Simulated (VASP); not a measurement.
Input of a VASP 6.6.1 run:

File INCAR:

```
  ALGO = Normal
  DIPOL = 0.5 0.5 0.500
  EDIFF = 1E-7
  ENCUT = 520
  GGA = PS
  IDIPOL = 3
  ISIF = 2
  ISMEAR = 0
  LASPH = T
  LCHARG = F
  LDIPOL = T
  LREAL = F
  LWAVE = F
  NBANDS = 12
  NELM = 100
  PREC = Accurate
  SIGMA = 0.05
```

Contents of KPOINTS:

```
k-points
0
Gamma
  8 8 1
```

POSCAR

```
B2As
1.0
    3.3713973180      0.0000000000      0.0000000000
    0.0000000000      3.3713973180      0.0000000000
    0.0000000000      0.0000000000     17.3839379056
B As
2 1
Direct
    0.5000000000      0.5000000000      0.4314327422
    0.0000000000      0.0000000000      0.5685672578
    0.5000000000      0.0000000000      0.5000000000
```

Potentials or basis: VASP PAW PBE potentials, release 64 (B, As).

Command:

```sh
$ cat potpaw_PBE.64/B/POTCAR potpaw_PBE.64/As/POTCAR > POTCAR
$ mpirun -np 1 vasp_std > vasp.out
```

Q: Estimate the largest force.

A: 0.849 eV/Å.

Q: Estimate the band gap on the k mesh.

A: Zero (an odd number of electrons rules out a gap without spin polarisation).

Forces in eV/Å, atoms in the order of the input:
```
B    0.000  0.000  0.849
B    0.000  0.000 -0.849
As   0.000  0.000  0.000
```

Caveat: the cell differs from its parent crystal (atoms taken out); the PAW data sets were made with another functional, which shifts forces and pressure a little; an odd number of electrons without spin polarisation forces a metal; a magnetic or distorted state may lie lower.
